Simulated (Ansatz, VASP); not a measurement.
**BaZrO3 in VASP and in Ansatz**

```
Ba Zr O
1.0
     4.31007    0.00000    0.00000
     0.00000    4.31007    0.00000
     0.00000    0.00000    4.31007
Ba Zr O
1 1 3
Direct
  0.00000 0.00000 0.00000
  0.50000 0.50000 0.50000
  0.00000 0.50000 0.50000
  0.50000 0.00000 0.50000
  0.50000 0.50000 0.00000
```

Alike in both runs: task single point; functional PBE; k mesh 6 × 6 × 6; occupations gaussian, width 0.02 eV; no spin polarisation.

|  | VASP | Ansatz |
| --- | --- | --- |
| version | VASP 6.6.1 | Ansatz 0.2.0 |
| potentials or method | VASP PAW PBE potentials, release 64 (Ba_sv, Zr_sv, O), cutoff 520 eV | scalar-relativistic, plane waves, PAW |
| valence electrons in the cell | 40 | 40 |

Ansatz gave:

```
gap on the k mesh at the Fermi level (eV) : 3.04
least direct gap on the mesh (eV)         : 3.31
pressure (GPa)                            : -7.7
```

Problem. What did VASP give for the same quantities?

Solution. gap on the k mesh at the Fermi level (eV): 3.00; least direct gap on the mesh (eV): 3.29; pressure (GPa): -6.9.

With one functional, cell and mesh, what is left measures potentials, basis and numerics.

Spin-orbit coupling is off throughout.
